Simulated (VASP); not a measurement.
# TaN (P-6m2) in VASP: notebook

TaN is run at these levels: PBEsol; tasks: single point.

All numbers are computed with VASP 6.6.1; they aren't measurements. Logs are shortened: lines on timing, memory, paths and dates and some standing lists are left out, and cuts for length are marked.

### Step 1. The cell of the first run

It takes space group P-6m2 (No. 187, hexagonal). The conventional cell has a = 3.070 Å, b = 3.070 Å, c = 2.799 Å, α = 90.00°, β = 90.00°, γ = 120.00°. Within 3.0 Å of Ta (site symmetry -6m2) lie 6 N at 2.26 Å and 2 Ta at 2.80 Å. N (site symmetry -6m2) has 6 Ta at 2.26 Å and 2 N at 2.80 Å within 3.0 Å.

### Step 2. Single point, PBEsol

Contents of INCAR:

```
SYSTEM = TaN
ALGO = Normal
EDIFF = 1E-6
ENCUT = 520
GGA = PS
ISIF = 2
ISMEAR = 0
LASPH = .TRUE.
LCHARG = .TRUE.
LELF = .TRUE.
LREAL = .FALSE.
LVHAR = .TRUE.
LWAVE = .FALSE.
NBANDS = 15
NELM = 100
PREC = Accurate
SIGMA = 0.15
```

Contents of KPOINTS:

```
k-points
0
G
  18 18 16
  0 0 0
```

Contents of POSCAR:

```
TaN
1.0
    3.0702000000      0.0000000000      0.0000000000
   -1.5351000000      2.6588711947      0.0000000000
    0.0000000000      0.0000000000      2.7990000000
Ta N
1 1
Direct
    0.3333333333      0.6666666667      0.5000000000
    0.0000000000      0.0000000000      0.0000000000
```

Potentials or basis: VASP PAW PBE potentials, release 64 (Ta_pv, N).

On the command line:

```sh
$ cat potpaw_PBE.64/Ta_pv/POTCAR potpaw_PBE.64/N/POTCAR > POTCAR
$ mpirun -np 1 vasp_std > vasp.out
```

OUTCAR:

```text
SYSTEM = TaN
   EDIFF = 1E-6
   ENCUT = 520
   GGA = PS
   ISIF = 2
   ISMEAR = 0
   LASPH = .TRUE.
   LREAL = .FALSE.
   NELM = 100
   PREC = Accurate

 ion  position               nearest neighbor table
   1  0.333  0.667  0.500-   2 2.26   2 2.26   2 2.26   2 2.26   2 2.26   2 2.26
   2  0.000  0.000  0.000-   1 2.26   1 2.26   1 2.26   1 2.26   1 2.26   1 2.26

  LATTYP: Found a hexagonal cell.
 ALAT       =     3.0702000000
 C/A-ratio  =     0.9116669924

  Lattice vectors:

 A1 = (   3.0702000000,   0.0000000000,   0.0000000000)
 A2 = (  -1.5351000000,   2.6588711947,   0.0000000000)
 A3 = (   0.0000000000,   0.0000000000,   2.7990000000)

Analysis of symmetry for initial positions (statically):
=====================================================================
 Subroutine PRICEL returns:
 Original cell was already a primitive cell.

 Routine SETGRP: Setting up the symmetry group for a
 hexagonal supercell.

 Subroutine GETGRP returns: Found 12 space group operations
 (whereof 12 operations were pure point group operations)
 out of a pool of 24 trial point group operations.

The static configuration has the point symmetry D_3h.

Analysis of symmetry for dynamics (positions and initial velocities):
=====================================================================
 Subroutine PRICEL returns:
 Original cell was already a primitive cell.

 Routine SETGRP: Setting up the symmetry group for a
 hexagonal supercell.

 Subroutine GETGRP returns: Found 12 space group operations
 (whereof 12 operations were pure point group operations)
 out of a pool of 24 trial point group operations.

The dynamic configuration has the point symmetry D_3h.

 Subroutine INISYM returns: Found 12 space group operations
 (whereof 12 operations are pure point group operations),
 and found     1 'primitive' translations

----------------------------------------------------------------------------------------

                                     Primitive cell

  volume of cell :      22.8490

  direct lattice vectors                    reciprocal lattice vectors
     3.070200000  0.000000000  0.000000000     0.325711680  0.188049726  0.000000000
    -1.535100000  2.658871195  0.000000000     0.000000000  0.376099452  0.000000000
     0.000000000  0.000000000  2.799000000     0.000000000  0.000000000  0.357270454

  length of vectors
     3.070200000  3.070200000  2.799000000     0.376099452  0.376099452  0.357270454

  position of ions in fractional coordinates (direct lattice)
     0.333333333  0.666666667  0.500000000
     0.000000000  0.000000000  0.000000000

  ion indices of the primitive-cell ions
   primitive index   ion index
                 1           1
                 2           2

----------------------------------------------------------------------------------------

 KPOINTS: k-points

Automatic generation of k-mesh.
 Grid dimensions read from file:
 generate k-points for:   18   18   16

 Generating k-lattice:

  Cartesian coordinates                     Fractional coordinates (reciprocal lattice)
     0.018095093  0.010447207  0.000000000     0.055555556  0.000000000  0.000000000
     0.000000000  0.020894414  0.000000000     0.000000000  0.055555556  0.000000000
     0.000000000  0.000000000  0.022329403     0.000000000  0.000000000  0.062500000

  Length of vectors
     0.020894414  0.020894414  0.022329403

  Shift w.r.t. Gamma in fractional coordinates (k-lattice)
     0.000000000  0.000000000  0.000000000

 Subroutine IBZKPT returns following result:
 ===========================================

 Found    333 irreducible k-points:

 Following reciprocal coordinates:
            Coordinates               Weight
  0.000000  0.000000  0.000000      1.000000
  0.055556  0.000000  0.000000      6.000000
  0.111111  0.000000  0.000000      6.000000
  0.166667  0.000000  0.000000      6.000000
  0.222222  0.000000  0.000000      6.000000
  0.277778  0.000000  0.000000      6.000000
[... 16 lines left out ...]
  0.333333  0.111111  0.000000     12.000000
  0.388889  0.111111  0.000000     12.000000
 [... further k-points ...]
   k-points           NKPTS =    333   k-points in BZ     NKDIM =    333   number of bands    NBANDS=     15
   number of dos      NEDOS =    301   number of ions     NIONS =      2
   total plane-waves  NPLWV =  13824
   dimension x,y,z NGX =    24 NGY =   24 NGZ =   24
   dimension x,y,z NGXF=    48 NGYF=   48 NGZF=   48
   ions per type =               1   1
   NGX,Y,Z   is equivalent  to a cutoff of  13.00, 13.00, 14.25 a.u.
   NGXF,Y,Z  is equivalent  to a cutoff of  25.99, 25.99, 28.51 a.u.
 SYSTEM =  TaN
   PREC   = accura    normal or accurate (medium, high low for compatibility)
   ISTART =      0    job   : 0-new  1-cont  2-samecut
   ICHARG =      2    charge: 1-file 2-atom 10-const
   ISPIN  =      1    spin polarized calculation?
   LNONCOLLINEAR =      F non collinear calculations
   LSORBIT =      F    spin-orbit coupling
   LASPH  =      T    aspherical Exc in radial PAW
   ENCUT  =  520.0 eV  38.22 Ry    6.18 a.u.   5.71  5.71  5.20*2*pi/ulx,y,z
   NELM   =    100;   NELMIN=  2; NELMDL= -5     # of ELM steps
   EDIFF  = 0.1E-05   stopping-criterion for ELM
   LREAL  =      F    real-space projection
   EDIFFG = 0.1E-04   stopping-criterion for IOM
   NSW    =      0    number of steps for IOM
   IBRION =     -1    ionic relax: 0-MD 1-quasi-New 2-CG
   NFREE  =      0    steps in history (QN), initial steepest desc. (CG)
   ISIF   =      2    stress and relaxation
   ISYM   =      2    0-nonsym 1-usesym 2-fastsym
   POTIM  = 0.5000    time-step for ionic-motion
   TEBEG  =    0.0;   TEEND  =   0.0 temperature during run
   PSTRESS=    0.0 pullay stress
   NELECT =      16.0000    total number of electrons
   NUPDOWN=      -1.0000    fix difference up-down
   EMIN   =  10.00;   EMAX   =-10.00  energy-range for DOS
   EFERMI =   0.00;   METHOD = LEGACY
   ISMEAR =     0;   SIGMA  =   0.15  broadening in eV -4-tet -1-fermi 0-gaus
   EFERMI_NEDOS =   21; number of points for ismear=-14 and -15
   IALGO  =     38    algorithm
   IMIX   =      4    mixing-type and parameters
     AMIX     =   0.40;   BMIX     =  1.00
     AMIX_MAG =   1.60;   BMIX_MAG =  1.00
  volume/ion in A,a.u.               =      11.42        77.10
  Fermi-wavevector in a.u.,A,eV,Ry     =   1.453759  2.747207 28.754776  2.113416
  Thomas-Fermi vector in A             =   2.570989
   LORBIT       =      0    0 simple, 1 ext, 2 COOP (PROOUT), +10 PAW based schemes
   GGA     = PS    functional components
   LHFCALC =     F    Hartree Fock is set to
   AEXX    =    0.0000 exact exchange contribution
   IVDW    =     0    specifies the selected vdW correction
   LEPSILON=     F    determine dielectric tensor
   LRPA    =     F    only Hartree local field effects (RPA)
 non-spin polarized calculation
 Gauss-broadening in eV      SIGMA  =   0.15
  energy-cutoff  :      520.00
  volume of cell :       22.85
 maximum number of plane-waves:       632
 NGX is ok and might be reduce to    24

 number of electron      16.0000002 magnetization

 Free energy of the ion-electron system (eV)
  ---------------------------------------------------
  ext. energy  EPLUGINS =         0.00000000
  ---------------------------------------------------
  free energy    TOTEN  =       -23.56204014 eV

  energy without entropy =      -23.56099611  energy(sigma->0) =      -23.56151813

 E-fermi :   7.5084     XC(G=0): -13.1740

 val. band max:        7.5048626898   @ k =   0.0000   0.0000   0.5000
 cond. band min:       7.5710334196   @ k =   0.0556   0.0000   0.4375
 fundamental gap:      0.0661707298
 Fermi energy:         7.5083768491

 k-point     1 :       0.0000    0.0000    0.0000
  band No.  band energies     occupation
      1     -27.2739      2.00000
      2     -27.2739      2.00000
      3     -27.2388      2.00000
      4      -9.8616      2.00000
      5       2.6670      2.00000
      6       2.6670      2.00000
      7       3.6435      2.00000
      8       5.1716      2.00000
      9       8.7986      0.00000
     10      11.2164      0.00000
     11      11.2164      0.00000
     12      11.3718      0.00000
     13      11.3718      0.00000
     14      20.3085      0.00000
     15      20.7608      0.00000

 k-point     2 :       0.0556    0.0000    0.0000
  band No.  band energies     occupation
      1     -27.2964      2.00000
      2     -27.2788      2.00000
      3     -27.2363      2.00000
      4      -9.8063      2.00000
      5       2.4826      2.00000
      6       2.7117      2.00000
      7       3.7155      2.00000
      8       5.0929      2.00000
      9       9.0328      0.00000
     10      11.0873      0.00000
     11      11.2127      0.00000
     12      11.3473      0.00000
     13      11.4525      0.00000
     14      20.2591      0.00000
     15      20.7508      0.00000

 k-point     3 :       0.1111    0.0000    0.0000
  band No.  band energies     occupation
      1     -27.3607      2.00000
      2     -27.2928      2.00000
      3     -27.2290      2.00000
      4      -9.6461      2.00000
      5       2.0329      2.00000
      6       2.8405      2.00000
      7       3.8915      2.00000
      8       4.8784      2.00000
      9       9.6517      0.00000
     10      10.7489      0.00000
     11      11.2085      0.00000
     12      11.2776      0.00000
     13      11.6671      0.00000
     14      20.1512      0.00000
     15      20.7364      0.00000
[... 343 lines left out ...]
 k-point    23 :       0.3333    0.1111    0.0000
  band No.  band energies     occupation
      1     -27.8818      2.00000
      2     -27.4621      2.00000
      3     -27.1608      2.00000
      4      -8.0690      2.00000
      5      -0.2494      2.00000
      6       3.2917      2.00000
      7       3.4296      2.00000
      8       5.0687      2.00000
      9       9.5820      0.00000
     10      10.2457      0.00000
     11      11.5878      0.00000
     12      13.2455      0.00000
     13      14.5828      0.00000
     14      19.4361      0.00000
     15      20.7238      0.00000

 k-point    24 :       0.3889    0.1111    0.0000
  band No.  band energies     occupation
      1     -27.9316      2.00000
      2     -27.4797      2.00000
      3     -27.1538      2.00000
      4      -7.8945      2.00000
      5      -0.4011      2.00000
      6       3.2199      2.00000
      7       3.3141      2.00000
      8       5.1490      2.00000
      9       9.8860      0.00000
     10      10.1440      0.00000
     11      11.4487      0.00000
     12      13.3403      0.00000
     13      15.4718      0.00000
     14      18.4974      0.00000
     15      20.7178      0.00000

 [... further k-points ...]
[... 5 lines left out ...]
  --------------------------------------------------------------------------------------
  -------------------------------------------------------------------------------------
  Total       -4.6401145     -4.6401145      1.1560193      0.0000000      0.0000000      0.0000000
  in kB     -325.3661879   -325.3661879     81.0604090      0.0000000      0.0000000      0.0000000
  external PRESSURE =    -189.8906556 kB  Pullay stress =       0.0000000 kB

 VOLUME and BASIS-vectors are now :
 -----------------------------------------------------------------------------
  energy-cutoff  :      520.00
  volume of cell :       22.85
      direct lattice vectors                 reciprocal lattice vectors
     3.070200000  0.000000000  0.000000000     0.325711680  0.188049726  0.000000000
    -1.535100000  2.658871195  0.000000000     0.000000000  0.376099452  0.000000000
     0.000000000  0.000000000  2.799000000     0.000000000  0.000000000  0.357270454

 POSITION                                       TOTAL-FORCE (eV/Angst)
 -----------------------------------------------------------------------------------
     -0.00000      1.77258      1.39950         0.000000      0.000000      0.000000
      0.00000      0.00000      0.00000         0.000000     -0.000000      0.000000
 -----------------------------------------------------------------------------------
    total drift:                                0.000000     -0.000000     -0.000000

  FREE ENERGIE OF THE ION-ELECTRON SYSTEM (eV)
  ---------------------------------------------------
  free  energy   TOTEN  =       -23.5620401367 eV

  energy  without entropy=      -23.5609961140  energy(sigma->0) =      -23.56151813
```

Run time: 28 s. Hardware: 1 thread of Intel Xeon 6975P-C (Granite Rapids), shared host; peak memory 0.23 GiB.

What came out:

| Item | Value |
| --- | --- |
| Free energy | -23.5620 eV |
| Pressure | -19.0 GPa |
| Band gap on the k mesh | zero (band 8 reaches 7.70 eV, above the bottom of band 9 at 7.48 eV) |

Caveat: the PAW data sets were made with another functional, which shifts forces and pressure a little; spin-orbit coupling is left out, which moves the levels of the heavy elements.

### Step 3. Single point, PBEsol

This run uses another cell than the first one, of the same volume but with other edges.

Contents of INCAR:

```
SYSTEM = TaN
ALGO     = Normal         ! electronic algorithm
EDIFF    = 1E-7           ! SCF threshold, eV
ENCUT    = 520            ! plane-wave cutoff, eV
GGA      = PS             ! functional
ISIF     = 2              ! what is computed and relaxed
ISMEAR   = 0              ! smearing method
LASPH    = .True.         ! aspherical terms in the spheres
LCHARG   = .False.        ! write CHGCAR
LREAL    = .False.        ! projectors in reciprocal space
LWAVE    = .False.        ! write WAVECAR
NBANDS   = 15             ! bands
NELM     = 60             ! most SCF steps
PREC     = Accurate       ! precision mode
SIGMA    = 0.15           ! smearing width, eV
```

Contents of KPOINTS:

```
k-points
0
Gamma
  18 18 16
  0 0 0
```

Contents of POSCAR:

```
TaN
1.0
    2.9971000000      0.0000000000      0.0000000000
   -1.4985500000      2.5955647377      0.0000000000
    0.0000000000      0.0000000000      2.9425000000
Ta N
1 1
Direct
    0.3333333333      0.6666666667      0.5000000000
    0.0000000000      0.0000000000      0.0000000000
```

Potentials or basis: VASP PAW PBE potentials, release 64 (Ta_pv, N).

On the command line:

```sh
$ cat potpaw_PBE.64/Ta_pv/POTCAR potpaw_PBE.64/N/POTCAR > POTCAR
$ mpirun -np 1 vasp_std > vasp.out
```

It took 32 s on 1 thread of Intel Xeon 6975P-C (Granite Rapids), shared host; peak memory 0.23 GiB.

Results (log left out):

| Quantity | Value |
| --- | --- |
| Free energy | -23.6892 eV |
| Pressure | -22.4 GPa |
| Band gap on the k mesh | zero (band 8 reaches 7.77 eV, above the bottom of band 9 at 7.38 eV) |

Stress tensor (GPa, compression positive):
```
-21.56   0.00   0.00
  0.00 -21.56   0.00
  0.00   0.00 -24.04
```

Levels at points of the mesh, in eV from the Fermi level:
```csv
k point,band 5,band 6,band 7,band 8,band 9,band 10,band 11,band 12
"(0.00, 0.00, 0.00)",-4.27,-4.27,-3.93,-2.81,1.80,3.35,3.35,3.67
"(0.50, 0.00, 0.00)",-7.94,-4.88,-3.23,-3.02,2.77,3.73,4.89,4.90
"(0.00, 0.00, 0.50)",-8.99,-3.50,-3.50,-0.07,-0.07,2.28,3.15,3.15
"(0.50, 0.00, 0.50)",-6.97,-5.93,-5.33,-0.43,3.76,4.94,5.56,6.57
```

Caveat: the PAW data sets were made with another functional, which shifts forces and pressure a little; spin-orbit coupling is left out, which moves the levels of the heavy elements.

### Step 4. Single point, PBEsol

This run uses another cell than the first one, of the same volume but with other edges.

Contents of INCAR:

```
ALGO     = Normal         # electronic algorithm
EDIFF    = 1E-6           # SCF threshold, eV
ENCUT    = 520            # plane-wave cutoff, eV
GGA      = PS             # functional
ISIF     = 2              # what is computed and relaxed
ISMEAR   = 0              # smearing method
LASPH    = True           # aspherical terms in the spheres
LCHARG   = False          # write CHGCAR
LREAL    = False          # projectors in reciprocal space
LWAVE    = False          # write WAVECAR
NBANDS   = 15             # bands
NELM     = 100            # most SCF steps
PREC     = Accurate       # precision mode
SIGMA    = 0.15           # smearing width, eV
```

Contents of KPOINTS:

```
k-points
0
Gamma
  18 18 16
```

Contents of POSCAR:

```
TaN
1.0
    2.9606000000      0.0000000000      0.0000000000
   -1.4803000000      2.5639548105      0.0000000000
    0.0000000000      0.0000000000      3.0143000000
Ta N
1 1
Direct
    0.3333333333      0.6666666667      0.5000000000
    0.0000000000      0.0000000000      0.0000000000
```

On the command line:

```sh
$ cat potpaw_PBE.64/Ta_pv/POTCAR potpaw_PBE.64/N/POTCAR > POTCAR
$ mpirun -np 1 vasp_std > vasp.out
```

Wall time 31 s (1 thread of Intel Xeon 6975P-C (Granite Rapids), shared host); peak memory 0.23 GiB.

It converged, with:

```
Free energy            : -23.6468 eV
Pressure               : -22.8 GPa
Band gap on the k mesh : zero (band 8 reaches 7.73 eV, above the bottom of band 9 at 7.33 eV)
```

Stress tensor (GPa, compression positive):
```
-15.22   0.00   0.00
  0.00 -15.22   0.00
  0.00   0.00 -37.93
```

Levels at points of the mesh, in eV from the Fermi level:
```tsv
k point	band 4	band 5	band 6	band 7	band 8	band 9	band 10	band 11	band 12	band 13
(0.00, 0.00, 0.00)	-17.19	-4.05	-3.97	-3.97	-2.99	2.11	3.18	3.18	3.63	3.63
(0.50, 0.00, 0.00)	-15.00	-7.86	-5.14	-3.25	-2.80	2.65	4.03	4.72	5.15	6.74
(0.00, 0.00, 0.50)	-14.92	-9.01	-3.19	-3.19	-0.09	-0.09	1.78	3.39	3.39	7.86
(0.50, 0.00, 0.50)	-15.25	-6.93	-5.95	-5.06	-0.56	3.77	5.16	5.27	6.62	9.31
```

Caveat: the PAW data sets were made with another functional, which shifts forces and pressure a little; spin-orbit coupling is left out, which moves the levels of the heavy elements.

### Step 5. Summary

```tsv
cell	gap on the mesh (eV)	pressure (GPa)
a = 3.070, b = 3.070, c = 2.799 Å, angles 90.0, 90.0, 120.0°, 2 atoms	none	-19.0
a = 2.997, b = 2.997, c = 2.942 Å, angles 90.0, 90.0, 120.0°, 2 atoms	none	-22.4
a = 2.961, b = 2.961, c = 3.014 Å, angles 90.0, 90.0, 120.0°, 2 atoms	none	-22.8
```

Alike in all rows: task single point; level PBEsol; potentials or basis VASP PAW PBE potentials, release 64 (Ta_pv, N); no spin polarisation; k mesh 18 × 18 × 16; cutoff (eV) 520; smearing gaussian 0.15 eV.

Caveats: the PAW data sets were made with another functional, which shifts forces and pressure a little; spin-orbit coupling is left out, which moves the levels of the heavy elements.

Total energies depend on the potentials used, so only differences within one code and one set of settings carry meaning.
